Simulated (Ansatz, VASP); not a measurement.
## GaP: VASP beside Ansatz

INCAR

```
SYSTEM = GaP
PREC = Accurate
ENCUT = 520
EDIFF = 1E-7
ISMEAR = 0
SIGMA = 0.05
LREAL = .FALSE.
LASPH = .TRUE.
NELM = 60
ALGO = Normal
ISIF = 2
LWAVE = .FALSE.
LCHARG = .TRUE.
LELF = .TRUE.
LVHAR = .TRUE.
NBANDS = 16
```

The input KPOINTS:

```
regular mesh
0
G
  10 10 10
  0 0 0
```

File POSCAR:

```
GaP
1.0
    0.0000000000      2.5645584377      3.0774701252
    2.5645584377      0.0000000000      3.0774701252
    2.5645584377      2.5645584377      0.0000000000
Ga P
1 1
Direct
    0.0000000000      0.0000000000      0.0000000000
    0.7500000000      0.7500000000      0.7500000000
```

Input for Ansatz:

```yaml
crystal:
  lattice:
    - [0.0, 2.5645584377, 3.0774701252]
    - [2.5645584377, 0.0, 3.0774701252]
    - [2.5645584377, 2.5645584377, 0.0]
  atoms:
    - { symbol: Ga, position: [0.0, 0.0, 0.0] }
    - { symbol: P, position: [0.75, 0.75, 0.75] }
basis:
  ecutwfc: 420
kpoints:
  mp_grid: { grid: [10, 10, 10] }
hamiltonian:
  xc: lda
scf:
  occupations: { method: gaussian, width: 0.05 }
output:
  forces: true
  stress: true
  eigenvalues: true
```

Alike in both runs: task single point; functional LDA; k mesh 10 × 10 × 10; occupations gaussian, width 0.05 eV; no spin polarisation.

```csv
,VASP,Ansatz
version,VASP 6.6.1,Ansatz 0.2.0
potentials or method,"VASP PAW LDA potentials, release 64 (Ga_d, P), cutoff 520 eV","scalar-relativistic, plane waves, PAW"
valence electrons in the cell,18,18
```

|  | VASP | Ansatz | Ansatz less VASP |
| --- | --- | --- | --- |
| gap on the k mesh at the Fermi level (eV) | 0.40 | 0.39 | -0.012 |
| least direct gap on the mesh (eV) | 0.82 | 0.79 | -0.028 |
| pressure (GPa) | -3.0 | -3.1 | -0.10 |
| traceless stress, the component that is largest in VASP (GPa) | -12.31 | -12.33 | -0.016 |

LDA's correlation is that of Perdew and Zunger in VASP and of Perdew and Wang (1992) in Ansatz.
